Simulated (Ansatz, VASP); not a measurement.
## AlN in VASP and in Ansatz

```
CELL_PARAMETERS angstrom
3.08864 0.00000 0.00000
-1.54432 2.67484 0.00000
0.00000 0.00000 4.94308
ATOMIC_POSITIONS crystal
Al 0.66667 0.33333 0.49901
Al 0.33333 0.66667 0.99901
N 0.66667 0.33333 0.88099
N 0.33333 0.66667 0.38099
```

Alike in both runs: functional LDA; k mesh 9 × 9 × 4; occupations gaussian, width 0.02 eV; no spin polarisation.

Ansatz relaxed the structure, and its values are those at the end. VASP's run is a single point on that final structure, the one shown.

```csv
,VASP,Ansatz
version,VASP 6.6.1,Ansatz 0.2.0
potentials or method,"VASP PAW LDA potentials, release 64 (Al, N), cutoff 520 eV","scalar-relativistic, plane waves, PAW"
valence electrons in the cell,16,16
```

|  | VASP | Ansatz | Ansatz less VASP |
| --- | --- | --- | --- |
| gap on the k mesh at the Fermi level (eV) | 4.42 | 4.42 | -0.009 |
| least direct gap on the mesh (eV) | 4.42 | 4.42 | -0.009 |
| pressure (GPa) | 0.7 | 0.0 | -0.66 |

Ansatz warns that its potentials were made for another functional, while VASP's fit it. LDA's correlation is that of Perdew and Zunger in VASP and of Perdew and Wang (1992) in Ansatz.
